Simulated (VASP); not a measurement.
# CdSe (F-43m) in VASP: a series of runs

The runs below take CdSe through single point, relaxation of cell and atoms, with LDA, PBE.

Everything below comes from runs of VASP 6.6.1. Logs are shortened: lines on timing, memory, paths and dates and some standing lists are left out, and cuts for length are marked.

### Step 1. The cell of the first run

It takes space group F-43m (No. 216, cubic). The conventional cell has a = 6.141 Å, b = 6.141 Å, c = 6.141 Å, α = 90.00°, β = 90.00°, γ = 90.00°. Within 3.5 Å of Cd (site symmetry -43m) lie 4 Se at 2.66 Å. Within 3.5 Å of Se (site symmetry -43m) lie 4 Cd at 2.66 Å.

### Step 2. Single point, LDA

The input, INCAR:

```
PREC = Accurate
ENCUT = 520
EDIFF = 1E-6
ISMEAR = -1
SIGMA = 0.05
LREAL = False
LASPH = True
NELM = 60
ALGO = Normal
ISIF = 2
LWAVE = False
LCHARG = False
GGA = CA
NBANDS = 16
```

The input, KPOINTS:

```
regular mesh
0
Gamma
  8 8 8
```

The input, POSCAR:

```
CdSe
1.0
    0.0000000000      3.0702711986      3.0702711986
    3.0702711986      0.0000000000      3.0702711986
    3.0702711986      3.0702711986      0.0000000000
Cd Se
1 1
Direct
    0.0000000000      0.0000000000      0.0000000000
    0.2500000000      0.2500000000      0.2500000000
```

Potentials or basis: VASP PAW LDA potentials, release 64 (Cd, Se).

Command:

```sh
cat potpaw_LDA.64/Cd/POTCAR potpaw_LDA.64/Se/POTCAR > POTCAR
mpirun -np 1 vasp_std > vasp.out
```

OUTCAR:

```text
PREC = Accurate
   ENCUT = 520
   EDIFF = 1E-6
   ISMEAR = -1
   LREAL = False
   LASPH = True
   NELM = 60
   ISIF = 2
   GGA = CA

 ion  position               nearest neighbor table
   1  0.000  0.000  0.000-   2 2.66   2 2.66   2 2.66   2 2.66
   2  0.250  0.250  0.250-   1 2.66   1 2.66   1 2.66   1 2.66

  LATTYP: Found a face centered cubic cell.
 ALAT       =     6.1405423972

  Lattice vectors:

 A1 = (   0.0000000000,   3.0702711986,   3.0702711986)
 A2 = (   3.0702711986,   0.0000000000,   3.0702711986)
 A3 = (   3.0702711986,   3.0702711986,   0.0000000000)

Analysis of symmetry for initial positions (statically):
=====================================================================
 Subroutine PRICEL returns:
 Original cell was already a primitive cell.

 Routine SETGRP: Setting up the symmetry group for a
 face centered cubic supercell.

 Subroutine GETGRP returns: Found 24 space group operations
 (whereof 24 operations were pure point group operations)
 out of a pool of 48 trial point group operations.

The static configuration has the point symmetry T_d .

Analysis of symmetry for dynamics (positions and initial velocities):
=====================================================================
 Subroutine PRICEL returns:
 Original cell was already a primitive cell.

 Routine SETGRP: Setting up the symmetry group for a
 face centered cubic supercell.

 Subroutine GETGRP returns: Found 24 space group operations
 (whereof 24 operations were pure point group operations)
 out of a pool of 48 trial point group operations.

The dynamic configuration has the point symmetry T_d .

 Subroutine INISYM returns: Found 24 space group operations
 (whereof 24 operations are pure point group operations),
 and found     1 'primitive' translations

----------------------------------------------------------------------------------------

                                     Primitive cell

  volume of cell :      57.8842

  direct lattice vectors                    reciprocal lattice vectors
     0.000000000  3.070271199  3.070271199    -0.162852063  0.162852063  0.162852063
     3.070271199  0.000000000  3.070271199     0.162852063 -0.162852063  0.162852063
     3.070271199  3.070271199  0.000000000     0.162852063  0.162852063 -0.162852063

  length of vectors
     4.342019169  4.342019169  4.342019169     0.282068048  0.282068048  0.282068048

  position of ions in fractional coordinates (direct lattice)
     0.000000000  0.000000000  0.000000000
     0.250000000  0.250000000  0.250000000

  ion indices of the primitive-cell ions
   primitive index   ion index
                 1           1
                 2           2

----------------------------------------------------------------------------------------

 KPOINTS: regular mesh

Automatic generation of k-mesh.
 Grid dimensions read from file:
 generate k-points for:    8    8    8

 Generating k-lattice:

  Cartesian coordinates                     Fractional coordinates (reciprocal lattice)
    -0.020356508  0.020356508  0.020356508     0.125000000  0.000000000  0.000000000
     0.020356508 -0.020356508  0.020356508     0.000000000  0.125000000  0.000000000
     0.020356508  0.020356508 -0.020356508     0.000000000  0.000000000  0.125000000

  Length of vectors
     0.035258506  0.035258506  0.035258506

  Shift w.r.t. Gamma in fractional coordinates (k-lattice)
     0.000000000  0.000000000  0.000000000

 Subroutine IBZKPT returns following result:
 ===========================================

 Found     29 irreducible k-points:

 Following reciprocal coordinates:
            Coordinates               Weight
  0.000000  0.000000  0.000000      1.000000
  0.125000  0.000000  0.000000      8.000000
  0.250000  0.000000  0.000000      8.000000
  0.375000  0.000000  0.000000      8.000000
  0.500000  0.000000  0.000000      4.000000
  0.125000  0.125000  0.000000      6.000000
[... 16 lines left out ...]
  0.500000  0.250000  0.125000     48.000000
 -0.375000  0.250000  0.125000     24.000000
 [... further k-points ...]
   k-points           NKPTS =     29   k-points in BZ     NKDIM =     29   number of bands    NBANDS=     16
   number of dos      NEDOS =    301   number of ions     NIONS =      2
   total plane-waves  NPLWV =  32768
   dimension x,y,z NGX =    32 NGY =   32 NGZ =   32
   dimension x,y,z NGXF=    64 NGYF=   64 NGZF=   64
   ions per type =               1   1
   NGX,Y,Z   is equivalent  to a cutoff of  12.25, 12.25, 12.25 a.u.
   NGXF,Y,Z  is equivalent  to a cutoff of  24.50, 24.50, 24.50 a.u.
 SYSTEM =  unknown system
   PREC   = accura    normal or accurate (medium, high low for compatibility)
   ISTART =      0    job   : 0-new  1-cont  2-samecut
   ICHARG =      2    charge: 1-file 2-atom 10-const
   ISPIN  =      1    spin polarized calculation?
   LNONCOLLINEAR =      F non collinear calculations
   LSORBIT =      F    spin-orbit coupling
[... 112 lines left out ...]
      6      -6.6533      2.00000
[... 8 lines left out ...]
     15      12.5386      0.00000
     16      12.5386      0.00000

 k-point     6 :       0.1250    0.1250    0.0000
  band No.  band energies     occupation
      1     -11.8399      2.00000
      2      -7.2417      2.00000
      3      -7.2417      2.00000
      4      -7.2334      2.00000
      5      -6.9346      2.00000
      6      -6.9159      2.00000
[... 8 lines left out ...]
     15      11.1872      0.00000
     16      11.7400      0.00000

 k-point     7 :       0.2500    0.1250    0.0000
  band No.  band energies     occupation
      1     -11.7398      2.00000
      2      -7.2182      2.00000
      3      -7.2043      2.00000
      4      -7.1230      2.00000
      5      -6.9364      2.00000
      6      -6.9084      2.00000
[... 8 lines left out ...]
     15      11.4922      0.00000
     16      11.7506      0.00000

 k-point     8 :       0.3750    0.1250    0.0000
  band No.  band energies     occupation
      1     -11.6141      2.00000
      2      -7.1907      2.00000
      3      -7.1725      2.00000
      4      -6.9690      2.00000
      5      -6.8999      2.00000
      6      -6.8510      2.00000
[... 8 lines left out ...]
     15      11.3997      0.00000
     16      12.0013      0.00000

 k-point     9 :       0.5000    0.1250    0.0000
  band No.  band energies     occupation
      1     -11.5372      2.00000
      2      -7.1760      2.00000
      3      -7.1620      2.00000
      4      -6.9279      2.00000
      5      -6.8999      2.00000
      6      -6.6429      2.00000
[... 8 lines left out ...]
     15      11.7955      0.00000
     16      12.6038      0.00000
[... 172 lines left out ...]
 k-point    19 :       0.5000    0.3750    0.0000
  band No.  band energies     occupation
      1     -11.4582      2.00000
      2      -7.1012      2.00000
      3      -7.0507      2.00000
      4      -7.0284      2.00000
      5      -6.8780      2.00000
      6      -6.6020      2.00000
[... 8 lines left out ...]
     15      13.0338      0.00000
     16      13.5292      0.00000

 k-point    20 :      -0.3750    0.3750    0.0000
  band No.  band energies     occupation
      1     -11.4513      2.00000
      2      -7.1227      2.00000
      3      -7.0683      2.00000
      4      -6.9879      2.00000
      5      -6.8966      2.00000
      6      -6.5123      2.00000
[... 8 lines left out ...]
     15      11.9474      0.00000
     16      14.2078      0.00000

 k-point    21 :       0.5000    0.5000    0.0000
  band No.  band energies     occupation
      1     -11.4412      2.00000
      2      -7.0933      2.00000
      3      -7.0301      2.00000
      4      -7.0301      2.00000
      5      -6.8691      2.00000
      6      -6.5944      2.00000
[... 8 lines left out ...]
     15      12.9520      0.00000
     16      13.6137      0.00000

 k-point    22 :       0.3750    0.2500    0.1250
  band No.  band energies     occupation
      1     -11.6396      2.00000
      2      -7.1835      2.00000
      3      -7.1655      2.00000
      4      -7.0255      2.00000
      5      -6.9162      2.00000
      6      -6.8810      2.00000
[... 8 lines left out ...]
     15      11.9356      0.00000
     16      12.9590      0.00000

 k-point    23 :       0.5000    0.2500    0.1250
  band No.  band energies     occupation
      1     -11.5392      2.00000
      2      -7.1571      2.00000
      3      -7.1402      2.00000
      4      -6.9667      2.00000
      5      -6.9036      2.00000
      6      -6.7031      2.00000
[... 8 lines left out ...]
     15      12.1864      0.00000
     16      12.9323      0.00000

 k-point    24 :      -0.3750    0.2500    0.1250
  band No.  band energies     occupation
      1     -11.4978      2.00000
      2      -7.1525      2.00000
      3      -7.1287      2.00000
      4      -6.9429      2.00000
      5      -6.9088      2.00000
      6      -6.5717      2.00000
[... 8 lines left out ...]
     15      12.0149      0.00000
     16      12.9624      0.00000

 [... further k-points ...]

------------------------ aborting loop because EDIFF is reached ----------------------------------------

  FORCE on cell =-STRESS in cart. coord.  units (eV):
  Direction    XX          YY          ZZ          XY          YZ          ZX
  --------------------------------------------------------------------------------------
  -------------------------------------------------------------------------------------
  Total       -1.0452906     -1.0452906     -1.0452906     -0.0000000      0.0000000      0.0000000
  in kB      -28.9325975    -28.9325975    -28.9325975     -0.0000000      0.0000000      0.0000000
  external PRESSURE =     -28.9325975 kB  Pullay stress =       0.0000000 kB

 VOLUME and BASIS-vectors are now :
 -----------------------------------------------------------------------------
  energy-cutoff  :      520.00
  volume of cell :       57.88
      direct lattice vectors                 reciprocal lattice vectors
     0.000000000  3.070271199  3.070271199    -0.162852063  0.162852063  0.162852063
     3.070271199  0.000000000  3.070271199     0.162852063 -0.162852063  0.162852063
     3.070271199  3.070271199  0.000000000     0.162852063  0.162852063 -0.162852063

 POSITION                                       TOTAL-FORCE (eV/Angst)
 -----------------------------------------------------------------------------------
      0.00000      0.00000      0.00000         0.000000      0.000000     -0.000000
      1.53514      1.53514      1.53514        -0.000000     -0.000000      0.000000
 -----------------------------------------------------------------------------------
    total drift:                               -0.000000     -0.000000     -0.000000

  FREE ENERGIE OF THE ION-ELECTRON SYSTEM (eV)
  ---------------------------------------------------
  free  energy   TOTEN  =        -6.7316239944 eV

  energy  without entropy=       -6.7314476723  energy(sigma->0) =       -6.73153583
```

It took 18 s on 1 thread of Intel Xeon Platinum 8259CL at 2.50GHz (Skylake/Cascade Lake), shared host; peak memory 0.16 GiB.

What came out:

| Property | Result |
| --- | --- |
| Free energy | -6.7316 eV |
| Pressure | -2.9 GPa |
| Band gap on the k mesh | 0.30 eV |

Levels at points of the mesh, in eV from the valence-band top:
```
           k point  band 5  band 6  band 7  band 8  band 9  band 10  band 11  band 12  band 13  band 14
(0.00, 0.00, 0.00)   -7.51   -7.51    0.00    0.00    0.00     0.30     5.79     5.79     5.79     9.38
(0.50, 0.00, 0.00)   -7.48   -7.24   -4.31   -0.72   -0.72     2.16     6.31     6.31     7.11     9.70
(0.50, 0.50, 0.00)   -7.45   -7.18   -4.03   -1.79   -1.79     2.99     3.58     8.74     9.85     9.85
```

### Step 3. Single point, PBE

This run uses another cell than the first one, of 29.75 Å³/atom.

The input, INCAR:

```
ALGO     = Normal         # electronic algorithm
EDIFF    = 1E-6           # SCF threshold, eV
ENCUT    = 520            # plane-wave cutoff, eV
GGA      = PE             # functional
ISIF     = 2              # what is computed and relaxed
ISMEAR   = -1             # smearing method
LASPH    = True           # aspherical terms in the spheres
LCHARG   = True           # write CHGCAR
LELF     = True           # ELF
LREAL    = False          # projectors in reciprocal space
LVHAR    = True         
LWAVE    = False          # write WAVECAR
NBANDS   = 16             # bands
NELM     = 100            # most SCF steps
PREC     = Accurate       # precision mode
SIGMA    = 0.05           # smearing width, eV
```

The input, KPOINTS:

```
k-points
0
Gamma
  8 8 8
```

The input, POSCAR:

```
CdSe
1.0
    0.0000000000      3.0987117548      3.0987117548
    3.0987117548      0.0000000000      3.0987117548
    3.0987117548      3.0987117548      0.0000000000
Cd Se
1 1
Direct
    0.0000000000      0.0000000000      0.0000000000
    0.2500000000      0.2500000000      0.2500000000
```

Potentials or basis: VASP PAW PBE potentials, release 64 (Cd, Se).

Command:

```sh
cat potpaw_PBE.64/Cd/POTCAR potpaw_PBE.64/Se/POTCAR > POTCAR
mpirun -np 1 vasp_std > vasp.out
```

It took 32 s on 1 thread of Intel Xeon Platinum 8259CL at 2.50GHz (Skylake/Cascade Lake), shared host; peak memory 0.21 GiB.

The run converged. Its results:

```yaml
Free_energy: -5.4993 eV
Pressure: 0.2 GPa
Band_gap_on_the_k_mesh: 0.49 eV
```

Levels at points of the mesh, in eV from the valence-band top:
```tsv
k point	band 5	band 6	band 7	band 8	band 9	band 10	band 11	band 12	band 13	band 14
(0.00, 0.00, 0.00)	-7.44	-7.44	0.00	0.00	0.00	0.49	5.93	5.93	5.93	9.56
(0.50, 0.00, 0.00)	-7.42	-7.19	-4.07	-0.67	-0.67	2.32	6.42	6.42	7.25	9.89
(0.50, 0.50, 0.00)	-7.39	-7.13	-3.83	-1.67	-1.67	3.24	3.69	8.86	9.88	9.88
```

### Step 4. Relaxation of cell and atoms, PBE

The input, INCAR:

```
PREC     = Accurate       # precision mode
ENCUT    = 600            # plane-wave cutoff, eV
EDIFF    = 1E-6           # SCF threshold, eV
ISMEAR   = -1             # smearing method
SIGMA    = 0.05           # smearing width, eV
LREAL    = F              # projectors in reciprocal space
LASPH    = T              # aspherical terms in the spheres
NELM     = 100            # most SCF steps
ALGO     = Normal         # electronic algorithm
ISIF     = 3              # what is computed and relaxed
LWAVE    = F              # write WAVECAR
LCHARG   = F              # write CHGCAR
GGA      = PE             # functional
IBRION   = 2              # ionic algorithm
NSW      = 80             # ionic steps
EDIFFG   = -0.02          # ionic threshold
```

The input, KPOINTS:

```
Automatic mesh
0
Gamma
  8 8 8
```

The input, POSCAR:

```
CdSe
1.0
    0.0000000000      3.0702711986      3.0702711986
    3.0702711986      0.0000000000      3.0702711986
    3.0702711986      3.0702711986      0.0000000000
Cd Se
1 1
Direct
    0.0000000000      0.0000000000      0.0000000000
    0.2500000000      0.2500000000      0.2500000000
```

Command:

```sh
cat potpaw_PBE.64/Cd/POTCAR potpaw_PBE.64/Se/POTCAR > POTCAR
mpirun -np 1 vasp_std > vasp.out
```

It took 54 s on 1 thread of Intel Xeon Platinum 8259CL at 2.50GHz (Skylake/Cascade Lake), shared host; peak memory 0.23 GiB.

Results (log left out):

| Quantity | Value |
| --- | --- |
| Free energy | -5.4987 eV |
| Relaxed volume | 29.87 Å³/atom |
| Relaxed cell | a = 4.388 Å, b = 4.388 Å, c = 4.388 Å, α = 60.00°, β = 60.00°, γ = 60.00° |
| Space group after relaxing (to 0.1 Å) | F-43m (No. 216) |
| Energy gained by relaxing | 4.3 meV/atom |
| Ionic steps | 3 |
| Pressure after relaxing | 0.0 GPa |
| Band gap on the k mesh | 0.48 eV |

Step by step:
| step | energy change (eV) | largest force (eV/Å) | pressure (GPa) | volume (Å³) |
| --- | --- | --- | --- | --- |
| 1 | 0.0000 | 0.0000 | 1.52 | 57.88 |
| 2 | -0.0080 | 0.0000 | -0.35 | 60.22 |
| 3 | -0.0086 | 0.0000 | 0.01 | 59.74 |

Final structure:
```
CELL_PARAMETERS angstrom
0.00000 3.10271 3.10271
3.10271 0.00000 3.10271
3.10271 3.10271 0.00000
ATOMIC_POSITIONS crystal
Cd 0.00000 0.00000 0.00000
Se 0.25000 0.25000 0.25000
```

Levels at points of the mesh, in eV from the valence-band top:
| k point | band 7 | band 8 | band 9 | band 10 | band 11 | band 12 |
| --- | --- | --- | --- | --- | --- | --- |
| (0.00, 0.00, 0.00) | 0.00 | 0.00 | 0.00 | 0.48 | 5.93 | 5.93 |
| (0.50, 0.00, 0.00) | -4.05 | -0.67 | -0.67 | 2.31 | 6.42 | 6.42 |
| (0.50, 0.50, 0.00) | -3.81 | -1.66 | -1.66 | 3.25 | 3.69 | 8.84 |

### Step 5. Single point, PBE

The input, INCAR:

```
ALGO = Normal
EDIFF = 1E-7
ENCUT = 520
GGA = PE
ISIF = 2
ISMEAR = -1
LASPH = True
LCHARG = False
LREAL = False
LWAVE = False
NBANDS = 16
NELM = 60
PREC = Accurate
SIGMA = 0.05
```

The input, KPOINTS:

```
k-points
0
Gamma
  6 6 6
```

POSCAR is that of step 4.

Command:

```sh
cat potpaw_PBE.64/Cd/POTCAR potpaw_PBE.64/Se/POTCAR > POTCAR
mpirun -np 1 vasp_std > vasp.out
```

Wall time 8.2 s (1 thread of Intel Xeon Platinum 8488C (Sapphire Rapids), shared host); peak memory 0.18 GiB.

It converged, with:

* Free energy: -5.4866 eV
* Pressure: 1.6 GPa
* Band gap on the k mesh: 0.55 eV

Levels at points of the mesh, in eV from the valence-band top:
```tsv
k point	band 6	band 7	band 8	band 9	band 10	band 11	band 12	band 13
(0.00, 0.00, 0.00)	-7.50	0.00	0.00	0.00	0.55	5.93	5.93	5.93
(0.50, 0.00, 0.00)	-7.23	-4.23	-0.71	-0.71	2.36	6.43	6.43	7.34
(0.50, 0.50, 0.00)	-7.17	-3.95	-1.76	-1.76	3.19	3.73	8.98	10.05
```

### Step 6. The runs side by side

```csv
task,level,potentials or basis,cell,k mesh,cutoff (eV),gap on the mesh (eV),pressure (GPa)
single point,LDA,"VASP PAW LDA potentials, release 64 (Cd, Se)","a = 4.342 Å, angles 60.0°, 2 atoms",8 × 8 × 8,520,0.30,-2.9
single point,PBE,"VASP PAW PBE potentials, release 64 (Cd, Se)","a = 4.382 Å, angles 60.0°, 2 atoms",8 × 8 × 8,520,0.49,0.2
relaxation of cell and atoms,PBE,"VASP PAW PBE potentials, release 64 (Cd, Se)","relaxed from a = 4.342 Å, angles 60.0°, 2 atoms",8 × 8 × 8,600,0.48,0.0
single point,PBE,"VASP PAW PBE potentials, release 64 (Cd, Se)","a = 4.342 Å, angles 60.0°, 2 atoms",6 × 6 × 6,520,0.55,1.6
```

Alike in all rows: no spin polarisation; smearing fermi-dirac 0.05 eV.

Total energies depend on the potentials used, so only differences within one code and one set of settings carry meaning.
